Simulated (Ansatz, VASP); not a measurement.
## One calculation of Sn, two programs

```
Sn
1.0
     5.44819    0.00000    0.00000
    -2.72409    4.71827    0.00000
     0.00000    0.00000    3.31901
Sn
3
Direct
  0.00000 0.00000 0.00000
  0.33333 0.66667 0.50000
  0.66667 0.33333 0.50000
```

Alike in both runs: task single point; functional PBEsol; k mesh 8 × 8 × 11; occupations fermi-dirac, width 0.1 eV; no spin polarisation.

```csv
,VASP,Ansatz
version,VASP 6.6.1,Ansatz 0.2.0
potentials or method,"VASP PAW PBE potentials, release 64 (Sn_d), cutoff 520 eV","plane waves (420 eV) with PAW, scalar-relativistic"
valence electrons in the cell,42,42
```

|  | VASP | Ansatz | Ansatz less VASP |
| --- | --- | --- | --- |
| pressure (GPa) | -3.2 | -3.2 | +0.05 |
| traceless stress, the component that is largest in VASP (GPa) | -1.47 | -1.47 | +0.002 |

VASP's potentials were made for PBE, not for PBEsol, and Ansatz warns of the same on its side. The functional is the same, so the differences come from potentials, cutoffs and numerics.
